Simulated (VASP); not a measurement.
Write the native input for VASP 6.6.1 that does the following.

```
Task                   : single point
Functional             : PBEsol
Potentials or basis    : VASP PAW PBE potentials, release 64 (Ti_sv, O)
Cutoff                 : 520 eV
k mesh                 : 6 × 6 × 9
Occupations            : fermi-dirac, width 0.05 eV
Spin                   : no spin polarisation
Hubbard terms          : Ti d U = 6.0 eV
Dipole correction      : no
Further INCAR settings : ALGO = Normal; EDIFF = 1e-06; NBANDS = 33
```

The structure of TiO2 lies in POSCAR:

```
TiO2
1.0
    4.5913320350      0.0000000000      0.0000000000
    0.0000000000      4.5913320350      0.0000000000
    0.0000000000      0.0000000000      3.0038367074
Ti O
2 4
Direct
    0.0000000000      0.0000000000      0.5000000000
    0.5000000000      0.5000000000      0.0000000000
    0.3054753774      0.3054753774      0.5000000000
    0.1945246226      0.8054753774      0.0000000000
    0.8054753774      0.1945246226      0.0000000000
    0.6945246226      0.6945246226      0.5000000000
```

The input as run:

INCAR

```
  PREC = Accurate
  ENCUT = 520
  EDIFF = 1E-6
  ISMEAR = -1
  SIGMA = 0.05
  LREAL = False
  LASPH = True
  NELM = 150
  ALGO = Normal
  ISIF = 2
  LWAVE = False
  LCHARG = True
  LMAXMIX = 4
  LDAU = True
  LDAUTYPE = 2
  LDAUL = 2 -1
  LDAUU = 6 0
  LDAUJ = 0 0
  LDAUPRINT = 1
  GGA = PS
  LELF = True
  LVHAR = True
  NBANDS = 33
```

KPOINTS

```
Automatic mesh
0
Gamma
  6 6 9
```

Potentials or basis: VASP PAW PBE potentials, release 64 (Ti_sv, O).

The run is started by

```sh
$ cat potpaw_PBE.64/Ti_sv/POTCAR potpaw_PBE.64/O/POTCAR > POTCAR
$ mpirun -np 1 vasp_std > vasp.out
```

Results of the run:

The pressure is 6.0 GPa. The largest force is 0.190 eV/Å and the band gap on the k mesh is 2.60 eV (least direct gap 2.61 eV).

Caveat: the cell stands under pressure; the PAW data sets were made with another functional, which shifts forces and pressure a little.

Wall time 41 s on 1 thread of Intel(R) Xeon(R) 6975P-C (Granite Rapids) (shared host), peak memory 0.22 GiB.
